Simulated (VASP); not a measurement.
# ZnS (rocksalt type) (Fm-3m) in VASP: further runs, part 3 of 3

VASP 6.6.1. Earlier steps stand in the parts before.

**6. Relaxation of cell and atoms, r2SCAN**

This run uses another cell than the first one, of 12.58 Å³/atom, 0.882 times its volume.

POSCAR reads:

```
ZnS
1.0
    0.0000000000      2.3257586486      2.3257586486
    2.3257586486      0.0000000000      2.3257586486
    2.3257586486      2.3257586486      0.0000000000
Zn S
1 1
Direct
    0.0000000000      0.0000000000      0.0000000000
    0.5000000000      0.5000000000      0.5000000000
```

INCAR.step1 reads:

```
ALGO     = Normal         # electronic algorithm
EDIFF    = 1E-4           # SCF threshold, eV
ENCUT    = 600            # plane-wave cutoff, eV
GGA      = PE             # functional
ISMEAR   = -1             # smearing method
LASPH    = T              # aspherical terms in the spheres
LCHARG   = F              # write CHGCAR
LREAL    = F              # projectors in reciprocal space
LWAVE    = T              # write WAVECAR
NELM     = 80             # most SCF steps
PREC     = Accurate       # precision mode
SIGMA    = 0.08           # smearing width, eV
```

INCAR.step2 reads:

```
ALGO     = Normal         # electronic algorithm
EDIFF    = 1E-6           # SCF threshold, eV
EDIFFG   = -0.005         # ionic threshold
ENCUT    = 600            # plane-wave cutoff, eV
IBRION   = 2              # ionic algorithm
ISIF     = 3              # what is computed and relaxed
ISMEAR   = -1             # smearing method
ISTART   = 1            
LASPH    = T              # aspherical terms in the spheres
LCHARG   = F              # write CHGCAR
LMIXTAU  = T            
LREAL    = F              # projectors in reciprocal space
LWAVE    = F              # write WAVECAR
METAGGA  = R2SCAN         # meta-GGA
NELM     = 80             # most SCF steps
NSW      = 60             # ionic steps
PREC     = Accurate       # precision mode
SIGMA    = 0.08           # smearing width, eV
```

KPOINTS reads:

```
k-points
0
Gamma
  16 16 16
```

Potentials or basis: VASP PAW PBE potentials, release 64 (Zn, S).

Launch:

```sh
$ cat potpaw_PBE.64/Zn/POTCAR potpaw_PBE.64/S/POTCAR > POTCAR
$ cp INCAR.step1 INCAR
$ mpirun -np 1 vasp_std > vasp.out
$ cp INCAR.step2 INCAR
$ mpirun -np 1 vasp_std > vasp.out
```

OUTCAR:

```text
EDIFF = 1E-6
   EDIFFG = -0.005
   ENCUT = 600
   IBRION = 2
   ISIF = 3
   ISMEAR = -1
   ISTART = 1
   LASPH = T
   LREAL = F
   METAGGA = R2SCAN
   NELM = 80
   NSW = 60
   PREC = Accurate

 ion  position               nearest neighbor table
   1  0.000  0.000  0.000-   2 2.33   2 2.33   2 2.33   2 2.33   2 2.33   2 2.33
   2  0.500  0.500  0.500-   1 2.33   1 2.33   1 2.33   1 2.33   1 2.33   1 2.33

  LATTYP: Found a face centered cubic cell.
 ALAT       =     4.6515172972

  Lattice vectors:

 A1 = (   0.0000000000,   2.3257586486,   2.3257586486)
 A2 = (   2.3257586486,   0.0000000000,   2.3257586486)
 A3 = (   2.3257586486,   2.3257586486,   0.0000000000)

Analysis of symmetry for initial positions (statically):
[... 5 lines left out ...]
 face centered cubic supercell.

 Subroutine GETGRP returns: Found 48 space group operations
 (whereof 48 operations were pure point group operations)
 out of a pool of 48 trial point group operations.

The static configuration has the point symmetry O_h .

Analysis of symmetry for dynamics (positions and initial velocities):
[... 5 lines left out ...]
 face centered cubic supercell.

 Subroutine GETGRP returns: Found 48 space group operations
 (whereof 48 operations were pure point group operations)
 out of a pool of 48 trial point group operations.

The dynamic configuration has the point symmetry O_h .

 Subroutine INISYM returns: Found 48 space group operations
 (whereof 48 operations are pure point group operations),
 and found     1 'primitive' translations

----------------------------------------------------------------------------------------

[... 137 lines left out ...]
  ---------------------------------------------------
  free energy    TOTEN  =       -17.45072023 eV

  energy without entropy =      -17.44849935  energy(sigma->0) =      -17.44960979

 E-fermi :   7.1966     XC(G=0): -13.0145

 val. band max:        7.1873983683   @ k =   0.4375   0.4375   0.0000
 cond. band min:       7.3396626028   @ k =   0.5000   0.4375   0.0000
 fundamental gap:      0.1522642345
 Fermi energy:         7.1966278260

 k-point     1 :       0.0000    0.0000    0.0000
  band No.  band energies     occupation
      1     -10.0485      2.00000
      2      -0.4470      2.00000
      3      -0.4470      2.00000
      4      -0.3874      2.00000
      5      -0.3874      2.00000
      6      -0.3874      2.00000
      7       5.9188      2.00000
      8       5.9188      2.00000
      9       5.9188      2.00000
     10      12.0084      0.00000
     11      16.2871      0.00000
     12      16.2871      0.00000
     13      16.2871      0.00000
[... 439 lines left out ...]
--------------------------------------- Ionic step        3  -------------------------------------------

 number of electron      18.0000012 magnetization

 Free energy of the ion-electron system (eV)
  ---------------------------------------------------
  ext. energy  EPLUGINS =         0.00000000
  ---------------------------------------------------
  free energy    TOTEN  =       -18.23660562 eV

  energy without entropy =      -18.23490247  energy(sigma->0) =      -18.23575404

 E-fermi :   4.0458     XC(G=0): -11.5419

 val. band max:        3.9351485945   @ k =   0.5000   0.5000   0.0000
 cond. band min:       4.1393484130   @ k =   0.4375   0.4375   0.0000
 fundamental gap:      0.2041998185
 Fermi energy:         4.0458466725

 k-point     1 :       0.0000    0.0000    0.0000
  band No.  band energies     occupation
      1     -10.6629      2.00000
      2      -2.7087      2.00000
      3      -2.7087      2.00000
      4      -2.6705      2.00000
      5      -2.6705      2.00000
      6      -2.6705      2.00000
      7       3.1753      1.99996
      8       3.1753      1.99996
      9       3.1753      1.99996
     10       6.4553      0.00000
     11      13.3558      0.00000
     12      13.3558      0.00000
     13      13.3558      0.00000
[... 397 lines left out ...]
  FREE ENERGIE OF THE ION-ELECTRON SYSTEM (eV)
  ---------------------------------------------------
  free  energy   TOTEN  =       -18.2366056157 eV

  energy  without entropy=      -18.2349024704  energy(sigma->0) =      -18.23575404

 reached required accuracy - stopping structural energy minimisation
```

Wall time 10 min (1 thread of AMD EPYC 9R45 (Zen 5), shared host); peak memory 0.18 GiB.

Results:

```yaml
Free_energy: -18.2366 eV
Relaxed_volume: 16.25 Å³/atom
Relaxed_cell: a = 3.582 Å, b = 3.582 Å, c = 3.582 Å, α = 60.00°, β = 60.00°, γ = 60.00°
Space_group_after_relaxing_to_0.05_Å: Fm-3m (No. 225)
Energy_gained_by_relaxing: 392.9 meV/atom
Ionic_steps: 3
Pressure_after_relaxing: 0.0 GPa
```

The path:
```tsv
step	energy change (eV)	largest force (eV/Å)	pressure (GPa)	volume (Å³)
1	0.0000	0.0000	43.52	25.16
2	-0.4325	0.0000	-12.73	39.77
3	-0.7859	0.0000	0.02	32.50
```

Final structure:
```
Zn S
1.0
     0.00000    2.53290    2.53290
     2.53290    0.00000    2.53290
     2.53290    2.53290    0.00000
Zn S
1 1
Direct
  0.00000 0.00000 0.00000
  0.50000 0.50000 0.50000
```

Caveat: the volume moved by over 15 % at a fixed basis, so the end points are rough; the PAW data sets were made with another functional, which shifts forces and pressure a little.

**7. Summary**

```tsv
task	cell	cutoff (eV)	pressure (GPa)
single point	a = 3.430 Å, angles 60.0°, 2 atoms	520	16.6
single point	a = 3.506 Å, angles 60.0°, 2 atoms	520	7.2
single point	a = 3.579 Å, angles 60.0°, 2 atoms	520	0.2
relaxation of cell and atoms	relaxed from a = 3.289 Å, angles 60.0°, 2 atoms	600	0.0
```

Alike in all rows: level r2SCAN; potentials or basis VASP PAW PBE potentials, release 64 (Zn, S); no spin polarisation; k mesh 16 × 16 × 16; smearing fermi-dirac 0.08 eV.

Caveats: the PAW data sets were made with another functional, which shifts forces and pressure a little; the volume moved by over 15 % at a fixed basis, so the end points are rough (some runs).

Total energies depend on the potentials used, so only differences within one code and one set of settings carry meaning.
